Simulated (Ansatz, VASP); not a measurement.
One calculation of Si2Ni, two programs

```
CELL_PARAMETERS angstrom
0.00000 2.49536 3.24396
2.49536 0.00000 3.24396
2.49536 2.49536 0.00000
ATOMIC_POSITIONS crystal
Si 0.25000 0.25000 0.25000
Si 0.75000 0.75000 0.75000
Ni 0.00000 0.00000 0.00000
```

Alike in both runs: task single point; functional PBE; k mesh 16 × 16 × 16; occupations gaussian, width 0.15 eV; no spin polarisation.

|  | VASP | Ansatz |
| --- | --- | --- |
| version | VASP 6.6.1 | Ansatz 0.2.0 |
| potentials or method | VASP PAW PBE potentials, release 64 (Si, Ni), cutoff 520 eV | scalar-relativistic, plane waves, PAW |
| valence electrons in the cell | 18 | 26 |

```tsv
	VASP	Ansatz	Ansatz less VASP
gap on the k mesh at the Fermi level (eV)	none	none	-
pressure (GPa)	2.6	2.6	-0.01
traceless stress, the component that is largest in VASP (GPa)	-12.58	-12.89	-0.306
```

A gap of «none» marks a metal or a gap that the smearing closes. VASP's potentials hold 18 valence electrons a cell and Ansatz's 26, so a difference there can come from the potentials and not from the codes.
